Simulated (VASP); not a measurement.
# ZrB2 (P6/mmm) in VASP: a series of runs

ZrB2 is run at these levels: PBE; tasks: relaxation of shape and atoms at fixed volume.

Program: VASP 6.6.1. These are calculated values, not measurements. Logs are shortened: lines on timing, memory, paths and dates and some standing lists are left out, and cuts for length are marked.

## Step 1: The cell of the first run

It takes space group P6/mmm (No. 191, hexagonal). Conventional cell: a = 3.108 Å, b = 3.108 Å, c = 3.466 Å, α = 90.00°, β = 90.00°, γ = 120.00°. Zr (site symmetry 6/mmm) has 12 B at 2.49 Å and 6 Zr at 3.11 Å within 3.3 Å. Within 2.5 Å of B (site symmetry -6m2) lie 3 B at 1.79 Å and 6 Zr at 2.49 Å.

## Step 2: Relaxation of shape and atoms at fixed volume, PBE (9.67 Å³/atom)

The input, INCAR:

```
SYSTEM = ZrB2
PREC = Accurate
ENCUT = 600
EDIFF = 1E-6
ISMEAR = 0
SIGMA = 0.1
LREAL = .False.
LASPH = .True.
NELM = 100
ALGO = Normal
ISIF = 4
LWAVE = .False.
LCHARG = .False.
GGA = PE
IBRION = 2
NSW = 50
EDIFFG = -0.01
```

The input, KPOINTS:

```
Automatic mesh
0
Gamma
  15 15 12
  0 0 0
```

The input, POSCAR:

```
ZrB2
1.0
    3.1083109579      0.0000000000      0.0000000000
   -1.5541554789      2.6918762524      0.0000000000
    0.0000000000      0.0000000000      3.4657874339
Zr B
1 2
Direct
    0.0000000000      0.0000000000      0.0000000000
    0.3333333333      0.6666666667      0.5000000000
    0.6666666667      0.3333333333      0.5000000000
```

Potentials or basis: VASP PAW PBE potentials, release 64 (Zr_sv, B).

The run is started by

```bash
$ cat potpaw_PBE.64/Zr_sv/POTCAR potpaw_PBE.64/B/POTCAR > POTCAR
$ mpirun -np 1 vasp_std > vasp.out
```

OUTCAR:

```text
SYSTEM = ZrB2
   PREC = Accurate
   ENCUT = 600
   EDIFF = 1E-6
   ISMEAR = 0
   LREAL = .False.
   LASPH = .True.
   NELM = 100
   ISIF = 4
   GGA = PE
   IBRION = 2
   NSW = 50
   EDIFFG = -0.01

 ion  position               nearest neighbor table
   1  0.000  0.000  0.000-   2 2.49   3 2.49   2 2.49   3 2.49   2 2.49   2 2.49   3 2.49   3 2.49
                             3 2.49   3 2.49   2 2.49   2 2.49
   2  0.333  0.667  0.500-   3 1.79   3 1.79   3 1.79   1 2.49   1 2.49   1 2.49   1 2.49   1 2.49
                             1 2.49
   3  0.667  0.333  0.500-   2 1.79   2 1.79   2 1.79   1 2.49   1 2.49   1 2.49   1 2.49   1 2.49
                             1 2.49

  LATTYP: Found a hexagonal cell.
 ALAT       =     3.1083109579
 C/A-ratio  =     1.1150066647

  Lattice vectors:

 A1 = (   3.1083109579,   0.0000000000,   0.0000000000)
 A2 = (  -1.5541554789,   2.6918762524,   0.0000000000)
 A3 = (   0.0000000000,   0.0000000000,   3.4657874339)

Analysis of symmetry for initial positions (statically):
=====================================================================
 Subroutine PRICEL returns:
 Original cell was already a primitive cell.

 Routine SETGRP: Setting up the symmetry group for a
 hexagonal supercell.

 Subroutine GETGRP returns: Found 24 space group operations
 (whereof 24 operations were pure point group operations)
 out of a pool of 24 trial point group operations.

The static configuration has the point symmetry D_6h.

Analysis of symmetry for dynamics (positions and initial velocities):
=====================================================================
 Subroutine PRICEL returns:
 Original cell was already a primitive cell.

 Routine SETGRP: Setting up the symmetry group for a
 hexagonal supercell.

 Subroutine GETGRP returns: Found 24 space group operations
 (whereof 24 operations were pure point group operations)
 out of a pool of 24 trial point group operations.

The dynamic configuration has the point symmetry D_6h.

 Subroutine INISYM returns: Found 24 space group operations
 (whereof 24 operations are pure point group operations),
 and found     1 'primitive' translations

----------------------------------------------------------------------------------------

                                     Primitive cell

  volume of cell :      28.9989

  direct lattice vectors                    reciprocal lattice vectors
     3.108310958  0.000000000  0.000000000     0.321718134  0.185744051  0.000000000
    -1.554155479  2.691876252  0.000000000     0.000000000  0.371488102  0.000000000
     0.000000000  0.000000000  3.465787434     0.000000000  0.000000000  0.288534718

  length of vectors
     3.108310958  3.108310958  3.465787434     0.371488102  0.371488102  0.288534718

  position of ions in fractional coordinates (direct lattice)
     0.000000000  0.000000000  0.000000000
     0.333333333  0.666666667  0.500000000
     0.666666667  0.333333333  0.500000000

  ion indices of the primitive-cell ions
   primitive index   ion index
                 1           1
                 2           2
                 3           3

----------------------------------------------------------------------------------------

 KPOINTS: Automatic mesh

Automatic generation of k-mesh.
 Grid dimensions read from file:
 generate k-points for:   15   15   12

 Generating k-lattice:

[... 72 lines left out ...]
   NELECT =      18.0000    total number of electrons
   NUPDOWN=      -1.0000    fix difference up-down
   EMIN   =  10.00;   EMAX   =-10.00  energy-range for DOS
   EFERMI =   0.00;   METHOD = LEGACY
   ISMEAR =     0;   SIGMA  =   0.10  broadening in eV -4-tet -1-fermi 0-gaus
   EFERMI_NEDOS =   21; number of points for ismear=-14 and -15
   IALGO  =     38    algorithm
   IMIX   =      4    mixing-type and parameters
     AMIX     =   0.40;   BMIX     =  1.00
     AMIX_MAG =   1.60;   BMIX_MAG =  1.00
  volume/ion in A,a.u.               =       9.67        65.23
  Fermi-wavevector in a.u.,A,eV,Ry     =   1.396492  2.638988 26.533951  1.950190
  Thomas-Fermi vector in A             =   2.519841
   LORBIT       =      0    0 simple, 1 ext, 2 COOP (PROOUT), +10 PAW based schemes
   GGA     = PE    functional components
   LHFCALC =     F    Hartree Fock is set to
   AEXX    =    0.0000 exact exchange contribution
   IVDW    =     0    specifies the selected vdW correction
   LEPSILON=     F    determine dielectric tensor
   LRPA    =     F    only Hartree local field effects (RPA)
 conjugate gradient relaxation of ions
 non-spin polarized calculation
 Gauss-broadening in eV      SIGMA  =   0.10
  energy-cutoff  :      600.00
  volume of cell :       29.00
 maximum number of plane-waves:       997
 NGX is ok and might be reduce to    28
   NGX = 13   NGY = 13   NGZ = 13

--------------------------------------- Ionic step        1  -------------------------------------------

 number of electron      18.0000000 magnetization

 Free energy of the ion-electron system (eV)
  ---------------------------------------------------
  ext. energy  EPLUGINS =         0.00000000
  ---------------------------------------------------
  free energy    TOTEN  =       -24.88687974 eV

  energy without entropy =      -24.88584162  energy(sigma->0) =      -24.88636068

------------------------ aborting loop because EDIFF is reached ----------------------------------------

  FORCE on cell =-STRESS in cart. coord.  units (eV):
  Direction    XX          YY          ZZ          XY          YZ          ZX
  --------------------------------------------------------------------------------------
  -------------------------------------------------------------------------------------
  Total        3.0784441      3.0784441      2.9760930      0.0000000     -0.0000000      0.0000000
  in kB      170.0827930    170.0827930    164.4279372      0.0000000     -0.0000000      0.0000000
  external PRESSURE =     168.1978410 kB  Pullay stress =       0.0000000 kB

 VOLUME and BASIS-vectors are now :
 -----------------------------------------------------------------------------
  energy-cutoff  :      600.00
  volume of cell :       29.00
      direct lattice vectors                 reciprocal lattice vectors
     3.108310958  0.000000000  0.000000000     0.321718134  0.185744051  0.000000000
    -1.554155479  2.691876252  0.000000000     0.000000000  0.371488102  0.000000000
     0.000000000  0.000000000  3.465787434     0.000000000  0.000000000  0.288534718

 POSITION                                       TOTAL-FORCE (eV/Angst)
 -----------------------------------------------------------------------------------
      0.00000      0.00000      0.00000         0.000000     -0.000000      0.000000
     -0.00000      1.79458      1.73289         0.000000     -0.000000      0.000000
      1.55416      0.89729      1.73289        -0.000000      0.000000      0.000000
 -----------------------------------------------------------------------------------
    total drift:                               -0.000000      0.000000      0.000000

  FREE ENERGIE OF THE ION-ELECTRON SYSTEM (eV)
  ---------------------------------------------------
  free  energy   TOTEN  =       -24.8868797394 eV

  energy  without entropy=      -24.8858416179  energy(sigma->0) =      -24.88636068

--------------------------------------- Ionic step        2  -------------------------------------------

 number of electron      18.0000000 magnetization

 Free energy of the ion-electron system (eV)
  ---------------------------------------------------
  ext. energy  EPLUGINS =         0.00000000
  ---------------------------------------------------
  free energy    TOTEN  =       -24.88692906 eV

  energy without entropy =      -24.88589067  energy(sigma->0) =      -24.88640986

 E-fermi :  11.1783     XC(G=0): -12.7207

 val. band max:       11.1507421856   @ k =   0.0667   0.0667   0.4167
 cond. band min:      11.1820211531   @ k =   0.4000   0.1333   0.0000
 fundamental gap:      0.0312789675
 Fermi energy:        11.1782801246

 k-point     1 :       0.0000    0.0000    0.0000
  band No.  band energies     occupation
      1     -37.2546      2.00000
      2     -15.4784      2.00000
      3     -14.8308      2.00000
      4     -14.8308      2.00000
      5      -1.8121      2.00000
      6       8.4280      2.00000
      7       8.4280      2.00000
      8       8.4722      2.00000
      9       8.8829      2.00000
     10      14.8582      0.00000
     11      14.8582      0.00000
     12      15.6751      0.00000
     13      15.6751      0.00000
[... 354 lines left out ...]
  band No.  band energies     occupation
      1     -37.0945      2.00000
      2     -15.8329      2.00000
      3     -15.3484      2.00000
      4     -15.2445      2.00000
      5       2.6404      2.00000
      6       2.9027      2.00000
      7       5.5157      2.00000
      8       7.6381      2.00000
      9      10.1333      2.00000
     10      10.9293      1.99957
     11      14.1103      0.00000
     12      15.6233      0.00000
     13      17.9655      0.00000

 [... further k-points ...]

------------------------ aborting loop because EDIFF is reached ----------------------------------------

  FORCE on cell =-STRESS in cart. coord.  units (eV):
  Direction    XX          YY          ZZ          XY          YZ          ZX
  --------------------------------------------------------------------------------------
  -------------------------------------------------------------------------------------
  Total        3.0356789      3.0356789      3.0443761      0.0000000     -0.0000000     -0.0000000
  in kB      167.7200311    167.7200311    168.2005517      0.0000000     -0.0000000     -0.0000000
  external PRESSURE =     167.8802046 kB  Pullay stress =       0.0000000 kB

 VOLUME and BASIS-vectors are now :
 -----------------------------------------------------------------------------
  energy-cutoff  :      600.00
  volume of cell :       29.00
      direct lattice vectors                 reciprocal lattice vectors
     3.110017213  0.000000000  0.000000000     0.321541629  0.185642146  0.000000000
    -1.555008606  2.693353913 -0.000000000    -0.000000000  0.371284292  0.000000000
    -0.000000000 -0.000000000  3.461985593    -0.000000000  0.000000000  0.288851578

 POSITION                                       TOTAL-FORCE (eV/Angst)
 -----------------------------------------------------------------------------------
      1.55501      2.69335     -0.00000        -0.000000      0.000000      0.000000
     -0.00000      1.79557      1.73099        -0.000000     -0.000000     -0.000000
      1.55501      0.89778      1.73099         0.000000     -0.000000      0.000000
 -----------------------------------------------------------------------------------
    total drift:                               -0.000000      0.000000     -0.000000

  FREE ENERGIE OF THE ION-ELECTRON SYSTEM (eV)
  ---------------------------------------------------
  free  energy   TOTEN  =       -24.8869290555 eV

  energy  without entropy=      -24.8858906674  energy(sigma->0) =      -24.88640986

 reached required accuracy - stopping structural energy minimisation
```

Wall time 2.7 min (1 thread of Intel Xeon 8259CL, shared host); peak memory 0.23 GiB.

Results:

```yaml
Free_energy: -24.8869 eV
Energy_gained_by_relaxing: 0.0 meV/atom
Ionic_steps: 2
Pressure_after_relaxing: 16.8 GPa
Band_gap_on_the_k_mesh: zero (bands 9 and 10 overlap by 1.06 eV)
```

Final structure:
```
Zr B
1.0
     3.11002    0.00000    0.00000
    -1.55501    2.69335    0.00000
     0.00000    0.00000    3.46199
Zr B
1 2
Cartesian
  1.5550 2.6934 0.0000
  0.0000 1.7956 1.7310
  1.5550 0.8978 1.7310
```

## Step 3: Relaxation of shape and atoms at fixed volume, PBE (9.97 Å³/atom)

This run uses another cell than the first one, of 9.97 Å³/atom.

The input, INCAR:

```
SYSTEM = ZrB2
PREC = Accurate ; ENCUT = 600
EDIFF = 1E-6 ; ISMEAR = 0
SIGMA = 0.1 ; LREAL = .False.
LASPH = .True. ; NELM = 60
ALGO = Normal ; ISIF = 4
LWAVE = .False. ; LCHARG = .False.
GGA = PE ; IBRION = 2
NSW = 50 ; EDIFFG = -0.01
```

KPOINTS is that of step 2.

The input, POSCAR:

```
ZrB2
1.0
    3.1391318072      0.0000000000      0.0000000000
   -1.5695659036      2.7185678908      0.0000000000
    0.0000000000      0.0000000000      3.5065143415
Zr B
1 2
Direct
    0.0000000000      0.0000000000      0.0000000000
    0.3333333333      0.6666666667      0.5000000000
    0.6666666667      0.3333333333      0.5000000000
```

Potentials or basis: VASP PAW PBE potentials, release 64 (Zr_sv, B).

The run is started by

```bash
$ cat potpaw_PBE.64/Zr_sv/POTCAR potpaw_PBE.64/B/POTCAR > POTCAR
$ mpirun -np 1 vasp_std > vasp.out
```

Wall time 2.1 min (1 thread of Intel Xeon 8259CL, shared host); peak memory 0.24 GiB.

The run converged. Its results:

```yaml
Free_energy: -24.9580 eV
Energy_gained_by_relaxing: 0.0 meV/atom
Ionic_steps: 2
Pressure_after_relaxing: 7.8 GPa
Band_gap_on_the_k_mesh: zero (bands 9 and 10 overlap by 1.03 eV)
```

Final structure:
```
Zr B
1.0
     3.14096    0.00000    0.00000
    -1.57048    2.72015    0.00000
     0.00000    0.00000    3.50244
Zr B
1 2
Direct
  0.00000 0.00000 0.00000
  0.33333 0.66667 0.50000
  0.66667 0.33333 0.50000
```

Levels at points of the mesh, in eV from the Fermi level:
| k point | band 5 | band 6 | band 7 | band 8 | band 9 | band 10 | band 11 | band 12 | band 13 |
| --- | --- | --- | --- | --- | --- | --- | --- | --- | --- |
| (0.00, 0.00, 0.00) | -12.85 | -2.68 | -2.68 | -2.64 | -2.33 | 3.53 | 3.53 | 4.32 | 4.32 |
| (0.00, 0.00, 0.50) | -10.72 | -7.03 | -0.97 | -0.97 | 0.35 | 0.35 | 0.81 | 0.81 | 1.90 |

The gap in the log of VASP goes by the Fermi energy; the results here count the filled bands.